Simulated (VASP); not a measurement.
# WC in VASP: notebook

The runs below take WC through single point, with PBE.

Everything below comes from runs of VASP 6.6.1. Logs are shortened: lines on timing, memory, paths and dates and some standing lists are left out, and cuts for length are marked.

## (1) The cell of the first run

The cell holds a slab with vacuum, 10 atoms: a = 2.847 Å, b = 2.922 Å, c = 26.808 Å, α = 90.00°, β = 90.00°, γ = 90.00°.

## (2) Single point, PBE

File INCAR:

```
PREC = Accurate ; ENCUT = 520
EDIFF = 1E-7 ; ISMEAR = 0
SIGMA = 0.1 ; LREAL = False
LASPH = True ; NELM = 60
ALGO = Normal ; ISIF = 2
LWAVE = False ; LCHARG = False
LDIPOL = True ; IDIPOL = 3
DIPOL = 0.5 0.5 0.500 ; GGA = PE
NBANDS = 56
```

File KPOINTS:

```
Automatic mesh
0
Gamma
  12 12 1
```

File POSCAR:

```
WC
1.0
    2.8470758829      0.0000000000      0.0000000000
    0.0000000000      2.9217716510      0.0000000000
    0.0000000000      0.0000000000     26.8081995445
W C
5 5
Direct
    0.0000000000      0.5000000000      0.2824133401
    0.0000000000      0.0000000000      0.3752102972
    0.0000000000      0.5000000000      0.4692688228
    0.0000000000      0.0000000000      0.5633827146
    0.0000000000      0.5000000000      0.6602163772
    0.5000000000      0.5000000000      0.3419539138
    0.5000000000      0.0000000000      0.4376289413
    0.5000000000      0.5000000000      0.5317376758
    0.5000000000      0.0000000000      0.6258641499
    0.5000000000      0.5000000000      0.7123237674
```

Potentials or basis: VASP PAW PBE potentials, release 64 (W_sv, C).

Launch:

```bash
cat potpaw_PBE.64/W_sv/POTCAR potpaw_PBE.64/C/POTCAR > POTCAR
mpirun -np 1 vasp_std > vasp.out
```

OUTCAR:

```text
PREC = Accurate
   ENCUT = 520
   EDIFF = 1E-7
   ISMEAR = 0
   LREAL = False
   LASPH = True
   NELM = 60
   ISIF = 2
   GGA = PE

 ion  position               nearest neighbor table
   1  0.000  0.500  0.282-   6 2.14   6 2.14   2 2.88   2 2.88
   2  0.000  0.000  0.375-   7 2.20   7 2.20   6 2.23   6 2.23   6 2.23   6 2.23   1 2.88   1 2.88
                             3 2.91   3 2.91
   3  0.000  0.500  0.469-   8 2.20   8 2.20   7 2.21   7 2.21   7 2.21   7 2.21   2 2.91   2 2.91
                             4 2.92   4 2.92
   4  0.000  0.000  0.563-   9 2.20   9 2.20   8 2.21   8 2.21   8 2.21   8 2.21   3 2.92   3 2.92
                             5 2.98   5 2.98
   5  0.000  0.500  0.660-  10 1.99  10 1.99   9 2.24   9 2.24   9 2.24   9 2.24   4 2.98   4 2.98

   6  0.500  0.500  0.342-   1 2.14   1 2.14   2 2.23   2 2.23   2 2.23   2 2.23
   7  0.500  0.000  0.438-   2 2.20   2 2.20   3 2.21   3 2.21   3 2.21   3 2.21
   8  0.500  0.500  0.532-   3 2.20   3 2.20   4 2.21   4 2.21   4 2.21   4 2.21
   9  0.500  0.000  0.626-   4 2.20   4 2.20   5 2.24   5 2.24   5 2.24   5 2.24
  10  0.500  0.500  0.712-   5 1.99   5 1.99

  LATTYP: Found a simple orthorhombic cell.
 ALAT       =     2.8470758829
 B/A-ratio  =     1.0262359597
 C/A-ratio  =     9.4160467255

  Lattice vectors:

 A1 = (   2.8470758829,   0.0000000000,   0.0000000000)
 A2 = (   0.0000000000,   2.9217716510,   0.0000000000)
 A3 = (   0.0000000000,   0.0000000000,  26.8081995445)

Analysis of symmetry for initial positions (statically):
=====================================================================
 Subroutine PRICEL returns:
 Original cell was already a primitive cell.

 Routine SETGRP: Setting up the symmetry group for a
 simple orthorhombic supercell.

 Subroutine GETGRP returns: Found  4 space group operations
 (whereof  4 operations were pure point group operations)
 out of a pool of  8 trial point group operations.

The static configuration has the point symmetry C_2v.

Analysis of symmetry for dynamics (positions and initial velocities):
=====================================================================
 Subroutine PRICEL returns:
 Original cell was already a primitive cell.

 Routine SETGRP: Setting up the symmetry group for a
 simple orthorhombic supercell.

 Subroutine GETGRP returns: Found  4 space group operations
 (whereof  4 operations were pure point group operations)
 out of a pool of  8 trial point group operations.

The dynamic configuration has the point symmetry C_2v.

 Subroutine INISYM returns: Found  4 space group operations
 (whereof  4 operations are pure point group operations),
 and found     1 'primitive' translations

----------------------------------------------------------------------------------------

                                     Primitive cell

  volume of cell :     223.0042

  direct lattice vectors                    reciprocal lattice vectors
     2.847075883  0.000000000  0.000000000     0.351237565  0.000000000  0.000000000
     0.000000000  2.921771651  0.000000000     0.000000000  0.342258095  0.000000000
     0.000000000  0.000000000 26.808199544     0.000000000  0.000000000  0.037302020

  length of vectors
     2.847075883  2.921771651 26.808199544     0.351237565  0.342258095  0.037302020

  position of ions in fractional coordinates (direct lattice)
     0.000000000  0.500000000  0.282413340
     0.000000000  0.000000000  0.375210297
     0.000000000  0.500000000  0.469268823
     0.000000000  0.000000000  0.563382715
     0.000000000  0.500000000  0.660216377
     0.500000000  0.500000000  0.341953914
     0.500000000  0.000000000  0.437628941
     0.500000000  0.500000000  0.531737676
     0.500000000  0.000000000  0.625864150
     0.500000000  0.500000000  0.712323767

  ion indices of the primitive-cell ions
   primitive index   ion index
                 1           1
                 2           2
                 3           3
                 4           4
                 5           5
                 6           6
                 7           7
                 8           8
                 9           9
                10          10

----------------------------------------------------------------------------------------

 KPOINTS: Automatic mesh

Automatic generation of k-mesh.
 Grid dimensions read from file:
 generate k-points for:   12   12    1

 Generating k-lattice:

  Cartesian coordinates                     Fractional coordinates (reciprocal lattice)
     0.029269797  0.000000000  0.000000000     0.083333333  0.000000000  0.000000000
     0.000000000  0.028521508  0.000000000     0.000000000  0.083333333  0.000000000
     0.000000000  0.000000000  0.037302020     0.000000000  0.000000000  1.000000000

  Length of vectors
     0.029269797  0.028521508  0.037302020

  Shift w.r.t. Gamma in fractional coordinates (k-lattice)
     0.000000000  0.000000000  0.000000000

 Subroutine IBZKPT returns following result:
 ===========================================

 Found     49 irreducible k-points:

 Following reciprocal coordinates:
            Coordinates               Weight
  0.000000  0.000000  0.000000      1.000000
  0.083333  0.000000  0.000000      2.000000
  0.166667  0.000000  0.000000      2.000000
  0.250000  0.000000  0.000000      2.000000
  0.333333  0.000000  0.000000      2.000000
  0.416667  0.000000  0.000000      2.000000
[... 16 lines left out ...]
  0.083333  0.250000  0.000000      4.000000
  0.166667  0.250000  0.000000      4.000000
 [... further k-points ...]
   k-points           NKPTS =     49   k-points in BZ     NKDIM =     49   number of bands    NBANDS=     56
   number of dos      NEDOS =    301   number of ions     NIONS =     10
   total plane-waves  NPLWV = 115200
   dimension x,y,z NGX =    24 NGY =   24 NGZ =  200
   dimension x,y,z NGXF=    48 NGYF=   48 NGZF=  400
   ions per type =               5   5
   NGX,Y,Z   is equivalent  to a cutoff of  14.01, 13.66, 12.40 a.u.
   NGXF,Y,Z  is equivalent  to a cutoff of  28.03, 27.31, 24.81 a.u.
 SYSTEM =  unknown system
   PREC   = accura    normal or accurate (medium, high low for compatibility)
   ISTART =      0    job   : 0-new  1-cont  2-samecut
   ICHARG =      2    charge: 1-file 2-atom 10-const
   ISPIN  =      1    spin polarized calculation?
   LNONCOLLINEAR =      F non collinear calculations
   LSORBIT =      F    spin-orbit coupling
   LASPH  =      T    aspherical Exc in radial PAW
   ENCUT  =  520.0 eV  38.22 Ry    6.18 a.u.   5.29  5.43 49.85*2*pi/ulx,y,z
   NELM   =     60;   NELMIN=  2; NELMDL= -5     # of ELM steps
   EDIFF  = 0.1E-06   stopping-criterion for ELM
   LREAL  =      F    real-space projection
   EDIFFG = 0.1E-05   stopping-criterion for IOM
   NSW    =      0    number of steps for IOM
   IBRION =     -1    ionic relax: 0-MD 1-quasi-New 2-CG
   NFREE  =      0    steps in history (QN), initial steepest desc. (CG)
   ISIF   =      2    stress and relaxation
   ISYM   =      2    0-nonsym 1-usesym 2-fastsym
   POTIM  = 0.5000    time-step for ionic-motion
   TEBEG  =    0.0;   TEEND  =   0.0 temperature during run
   PSTRESS=    0.0 pullay stress
   NELECT =      90.0000    total number of electrons
   NUPDOWN=      -1.0000    fix difference up-down
   EMIN   =  10.00;   EMAX   =-10.00  energy-range for DOS
   EFERMI =   0.00;   METHOD = LEGACY
   ISMEAR =     0;   SIGMA  =   0.10  broadening in eV -4-tet -1-fermi 0-gaus
   EFERMI_NEDOS =   21; number of points for ismear=-14 and -15
   IALGO  =     38    algorithm
   IMIX   =      4    mixing-type and parameters
     AMIX     =   0.40;   BMIX     =  1.00
     AMIX_MAG =   1.60;   BMIX_MAG =  1.00
  volume/ion in A,a.u.               =      22.30       150.49
  Fermi-wavevector in a.u.,A,eV,Ry     =   1.209812  2.286214 19.914112  1.463646
  Thomas-Fermi vector in A             =   2.345378
   LORBIT       =      0    0 simple, 1 ext, 2 COOP (PROOUT), +10 PAW based schemes
   GGA     = PE    functional components
   LHFCALC =     F    Hartree Fock is set to
   AEXX    =    0.0000 exact exchange contribution
   IVDW    =     0    specifies the selected vdW correction
   LEPSILON=     F    determine dielectric tensor
   LRPA    =     F    only Hartree local field effects (RPA)
 non-spin polarized calculation
 Gauss-broadening in eV      SIGMA  =   0.10
  energy-cutoff  :      520.00
  volume of cell :      223.00
 maximum number of plane-waves:      6071
 NGX is ok and might be reduce to    24
   NGX = 11   NGY = 11   NGZ = 99

 dipolmoment           0.000000      0.000000     -0.003898 electrons x Angstroem

 number of electron      89.9999996 magnetization

 dipolmoment           0.000000      0.000000      0.080156 electrons x Angstroem

 Free energy of the ion-electron system (eV)
  ---------------------------------------------------
  ext. energy  EPLUGINS =         0.00000000
  ---------------------------------------------------
  free energy    TOTEN  =      -105.01446474 eV

  energy without entropy =     -104.99010701  energy(sigma->0) =     -105.00228588

 E-fermi :   2.3194     XC(G=0):  -7.3434

 val. band max:        2.3119296435   @ k =   0.0833   0.4167   0.0000
 cond. band min:       2.3268100460   @ k =   0.0833   0.3333   0.0000
 fundamental gap:      0.0148804025
 Fermi energy:         2.3194232597

 k-point     1 :       0.0000    0.0000    0.0000
  band No.  band energies     occupation
      1     -71.9287      2.00000
      2     -71.8966      2.00000
      3     -71.7828      2.00000
      4     -71.7468      2.00000
      5     -71.5078      2.00000
      6     -36.5060      2.00000
[... 1405 lines left out ...]
     55       6.2200      0.00000
     56       6.3500      0.00000

 [... further k-points ...]

------------------------ aborting loop because EDIFF is reached ----------------------------------------

 vacuum level on the upper side and lower side of the slab       (xc-potential included)         0.718        -1.004

  FORCE on cell =-STRESS in cart. coord.  units (eV):
  Direction    XX          YY          ZZ          XY          YZ          ZX
  --------------------------------------------------------------------------------------
  -------------------------------------------------------------------------------------
  Total       -0.2887372     -3.6737022      0.7120179      0.0000000      0.0000000      0.0000000
  in kB       -2.0744373    -26.3937787      5.1155050      0.0000000      0.0000000      0.0000000
  external PRESSURE =      -7.7842370 kB  Pullay stress =       0.0000000 kB

 VOLUME and BASIS-vectors are now :
 -----------------------------------------------------------------------------
  energy-cutoff  :      520.00
  volume of cell :      223.00
      direct lattice vectors                 reciprocal lattice vectors
     2.847075883  0.000000000  0.000000000     0.351237565  0.000000000  0.000000000
     0.000000000  2.921771651  0.000000000     0.000000000  0.342258095  0.000000000
     0.000000000  0.000000000 26.808199544     0.000000000  0.000000000  0.037302020

 POSITION                                       TOTAL-FORCE (eV/Angst)
 -----------------------------------------------------------------------------------
      0.00000      1.46089      7.57099         0.000000      0.000000     -0.054613
      0.00000      0.00000     10.05871         0.000000      0.000000      0.001253
      0.00000      1.46089     12.58025         0.000000      0.000000     -0.017837
      0.00000      0.00000     15.10328         0.000000      0.000000      0.006485
      0.00000      1.46089     17.69921         0.000000      0.000000     -0.025332
      1.42354      1.46089      9.16717         0.000000      0.000000     -0.005665
      1.42354      0.00000     11.73204         0.000000      0.000000     -0.002149
      1.42354      1.46089     14.25493         0.000000      0.000000      0.004028
      1.42354      0.00000     16.77829         0.000000      0.000000      0.008278
      1.42354      1.46089     19.09612         0.000000      0.000000      0.085552
 -----------------------------------------------------------------------------------
    total drift:                                0.000000      0.000000      0.000175

  FREE ENERGIE OF THE ION-ELECTRON SYSTEM (eV)
  ---------------------------------------------------
  free  energy   TOTEN  =      -105.0144647423 eV

  energy  without entropy=     -104.9901070102  energy(sigma->0) =     -105.00228588

 vacuum level on the upper side and lower side of the slab         8.638         6.883
```

Wall time 20 min (1 thread of Intel Xeon 6975P-C (Granite Rapids), shared host); peak memory 0.61 GiB.

What came out:

```yaml
Free_energy: -105.0145 eV
Largest_force: 0.086 eV/Å
Band_gap_on_the_k_mesh: zero (bands 45 and 46 overlap by 0.64 eV)
```

Forces on the atoms (eV/Å):
```
W    0.000  0.000 -0.055
W    0.000  0.000  0.001
W    0.000  0.000 -0.018
W    0.000  0.000  0.006
W    0.000  0.000 -0.025
C    0.000  0.000 -0.006
C    0.000  0.000 -0.002
C    0.000  0.000  0.004
C    0.000  0.000  0.008
C    0.000  0.000  0.086
```

Levels at points of the mesh, in eV from the Fermi level:
```
           k point  band 42  band 43  band 44  band 45  band 46  band 47  band 48  band 49
(0.00, 0.00, 0.00)    -1.28    -1.01    -0.64     0.09     0.80     1.05     2.25     2.48
(0.50, 0.00, 0.00)    -0.94    -0.80    -0.46    -0.32    -0.03     0.36     0.69     1.53
(0.00, 0.50, 0.00)    -0.66    -0.66    -0.23    -0.17     0.70     1.30     1.33     1.47
(0.50, 0.50, 0.00)    -0.66    -0.16     0.09     0.35     1.40     1.98     2.83     2.90
```

Caveat: spin-orbit coupling is left out, which moves the levels of the heavy elements.

## (3) Single point, PBE

This run uses another cell than the first one.

File INCAR:

```
PREC     = Accurate       # precision mode
ENCUT    = 520            # plane-wave cutoff, eV
EDIFF    = 1E-6           # SCF threshold, eV
ISMEAR   = 0              # smearing method
SIGMA    = 0.1            # smearing width, eV
LREAL    = False          # projectors in reciprocal space
LASPH    = True           # aspherical terms in the spheres
NELM     = 60             # most SCF steps
ALGO     = Normal         # electronic algorithm
ISIF     = 2              # what is computed and relaxed
LWAVE    = False          # write WAVECAR
LCHARG   = False          # write CHGCAR
LDIPOL   = True         
IDIPOL   = 3            
DIPOL    = 0.5 0.5 0.500
GGA      = PE             # functional
NBANDS   = 56             # bands
```

KPOINTS is that of step 2.

File POSCAR:

```
WC
1.0
    2.8470758830      0.0000000000      0.0000000000
    0.0000000000      2.9217716511      0.0000000000
    0.0000000000      0.0000000000     25.9647567201
C W
5 5
Direct
    0.5000000000      0.0000000000      0.2966013233
    0.5000000000      0.5000000000      0.3862387034
    0.5000000000      0.0000000000      0.4832489940
    0.5000000000      0.5000000000      0.5805328850
    0.5000000000      0.0000000000      0.6783227673
    0.0000000000      0.5000000000      0.3198505079
    0.0000000000      0.0000000000      0.4181976940
    0.0000000000      0.5000000000      0.5155857043
    0.0000000000      0.0000000000      0.6130262344
    0.0000000000      0.5000000000      0.7083951865
```

Potentials or basis: VASP PAW PBE potentials, release 64 (C, W_sv).

Launch:

```bash
cat potpaw_PBE.64/C/POTCAR potpaw_PBE.64/W_sv/POTCAR > POTCAR
mpirun -np 1 vasp_std > vasp.out
```

Run time: 17 min. Hardware: 1 thread of Intel Xeon Platinum 8488C (Sapphire Rapids), shared host; peak memory 0.61 GiB.

Results (log left out):

| Property | Result |
| --- | --- |
| Free energy | -108.4883 eV |
| Largest force | 0.036 eV/Å |
| Band gap on the k mesh | zero (bands 45 and 46 overlap by 1.97 eV) |

Forces on the atoms (eV/Å):
```
C    0.000  0.000 -0.035
C    0.000  0.000 -0.002
C    0.000  0.000  0.001
C    0.000  0.000  0.000
C    0.000  0.000  0.019
W    0.000  0.000 -0.015
W    0.000  0.000 -0.009
W    0.000  0.000 -0.002
W    0.000  0.000  0.007
W    0.000  0.000  0.036
```

Levels at points of the mesh, in eV from the Fermi level:
```tsv
k point	band 41	band 42	band 43	band 44	band 45	band 46	band 47	band 48	band 49	band 50
(0.00, 0.00, 0.00)	-1.80	-1.02	-0.90	-0.83	-0.59	0.19	2.21	2.32	2.58	2.83
(0.50, 0.00, 0.00)	-1.42	-0.96	-0.86	-0.68	-0.38	0.32	0.69	1.32	1.49	2.19
(0.00, 0.50, 0.00)	-0.70	-0.53	-0.52	0.11	0.46	0.67	1.33	1.43	1.67	1.79
(0.50, 0.50, 0.00)	-1.01	-0.45	-0.38	-0.29	1.46	1.53	2.68	3.57	4.46	4.73
```

Caveat: spin-orbit coupling is left out, which moves the levels of the heavy elements.
